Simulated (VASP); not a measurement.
Runs of VASP 6.6.1 on Zn. The structure is that of space group P6_3/mmc (No. 194), or close to it. The cells are those of the table. 

| cell | gap on the mesh (eV) | pressure (GPa) |
| --- | --- | --- |
| a = 2.623, b = 2.623, c = 9.828 Å, angles 90.0, 90.0, 120.0°, 4 atoms | none | (b) |
| a = 2.697, b = 2.697, c = 10.105 Å, angles 90.0, 90.0, 120.0°, 4 atoms | none | 0.3 |
| a = 2.584, b = 2.584, c = 9.684 Å, angles 90.0, 90.0, 120.0°, 4 atoms | none | (a) |
| a = 2.732, b = 2.732, c = 10.238 Å, angles 90.0, 90.0, 120.0°, 4 atoms | none | -1.9 |
| a = 2.660, b = 2.660, c = 9.969 Å, angles 90.0, 90.0, 120.0°, 4 atoms | none | 3.2 |

Alike in all rows: task single point; level RPBE; potentials or basis VASP PAW PBE potentials, release 64 (Zn); no spin polarisation; k mesh 15 × 15 × 4; cutoff (eV) 520; smearing fermi-dirac 0.1 eV.

Q: Estimate the missing entries.

A: (a) 11.6; (b) 6.9.

Caveats: the PAW data sets were made with another functional, which shifts forces and pressure a little; the cell stands under pressure (at least some runs).

A gap of «none» marks levels without a gap at the run's occupations.
